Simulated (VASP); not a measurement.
Set up this calculation in VASP 6.6.1, as the native input.

| Quantity | Value |
| --- | --- |
| Task | relaxation of cell and atoms |
| Functional | LDA |
| Potentials or basis | VASP PAW LDA potentials, release 64 (Be) |
| Cutoff | 600 eV |
| k mesh | 10 × 10 × 14 |
| Occupations | fermi-dirac, width 0.1 eV |
| Spin | no spin polarisation |
| Dipole correction | no |
| Further INCAR settings | ALGO = Normal; EDIFF = 1e-06; IBRION = 2; EDIFFG = -0.01; NSW = 80; ISIF = 3 |

The structure of Be lies in POSCAR:

```
Be
1.0
    3.5790237631      0.0000000000      0.0000000000
   -1.7895118815      3.0995254996      0.0000000000
    0.0000000000      0.0000000000      2.1939415668
Be
3
Direct
    0.0000000000      0.0000000000      0.0000000000
    0.3333333333      0.6666666667      0.5000000000
    0.6666666667      0.3333333333      0.5000000000
```

The input as run:

INCAR

```
SYSTEM = Be
  PREC = Accurate
  ENCUT = 600
  EDIFF = 1E-6
  ISMEAR = -1
  SIGMA = 0.1
  LREAL = .FALSE.
  LASPH = .TRUE.
  NELM = 80
  ALGO = Normal
  ISIF = 3
  LWAVE = .FALSE.
  LCHARG = .FALSE.
  GGA = CA
  IBRION = 2
  NSW = 80
  EDIFFG = -0.01
```

KPOINTS

```
Automatic mesh
0
G
  10 10 14
  0 0 0
```

Potentials or basis: VASP PAW LDA potentials, release 64 (Be).

Launch:

```bash
$ cat potpaw_LDA.64/Be/POTCAR > POTCAR
$ mpirun -np 1 vasp_std > vasp.out
```

It gave:

```yaml
Relaxed_volume: 7.70 Å³/atom
Relaxed_cell: a = 3.521 Å, b = 3.521 Å, c = 2.152 Å, α = 90.00°, β = 90.00°, γ = 120.00°
Space_group_after_relaxing_to_0.05_Å: P6/mmm (No. 191)
Energy_gained_by_relaxing: 7.5 meV/atom
Ionic_steps: 5
Pressure_after_relaxing: 0.1 GPa
Band_gap_on_the_k_mesh: zero (band 3 reaches 11.42 eV, above the bottom of band 4 at 6.52 eV)
```

Wall time 17 s on 1 thread of Intel(R) Xeon(R) 6975P-C (Granite Rapids), with other jobs on the host, peak memory 0.14 GiB.
